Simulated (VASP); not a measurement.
Wanted: the native input for a VASP 6.6.1 run.

```
Task                   : single point
Functional             : PBE
Potentials or basis    : VASP PAW PBE potentials, release 64 (Ga_d, N)
Cutoff                 : 520 eV
k mesh                 : 10 × 10 × 10
Occupations            : gaussian, width 0.01 eV
Spin                   : no spin polarisation
Dipole correction      : no
Further INCAR settings : ALGO = Normal; EDIFF = 1e-06; NBANDS = 16
```

The structure of GaN lies in POSCAR:

```
GaN
1.0
    0.0000000000      2.2575395537      2.2575395537
    2.2575395537      0.0000000000      2.2575395537
    2.2575395537      2.2575395537      0.0000000000
Ga N
1 1
Direct
    0.0000000000      0.0000000000      0.0000000000
    0.7500000000      0.7500000000      0.7500000000
```

These files were run (other wordings do the same):

INCAR

```
PREC = Accurate
ENCUT = 520
EDIFF = 1E-6
ISMEAR = 0
SIGMA = 0.01
LREAL = False
LASPH = True
NELM = 80
ALGO = Normal
ISIF = 2
LWAVE = False
LCHARG = False
GGA = PE
NBANDS = 16
```

KPOINTS

```
Automatic mesh
0
Gamma
  10 10 10
```

Potentials or basis: VASP PAW PBE potentials, release 64 (Ga_d, N).

The run is started by

```console
$ cat potpaw_PBE.64/Ga_d/POTCAR potpaw_PBE.64/N/POTCAR > POTCAR
$ mpirun -np 1 vasp_std > vasp.out
```

Results of the run:

```
Pressure               : 4.1 GPa
Band gap on the k mesh : 1.69 eV, direct
```

Wall time 16 s on 1 thread of Intel(R) Xeon(R) Platinum 8375C CPU @ 2.90GHz (Ice Lake), with other jobs on the host, peak memory 0.14 GiB.
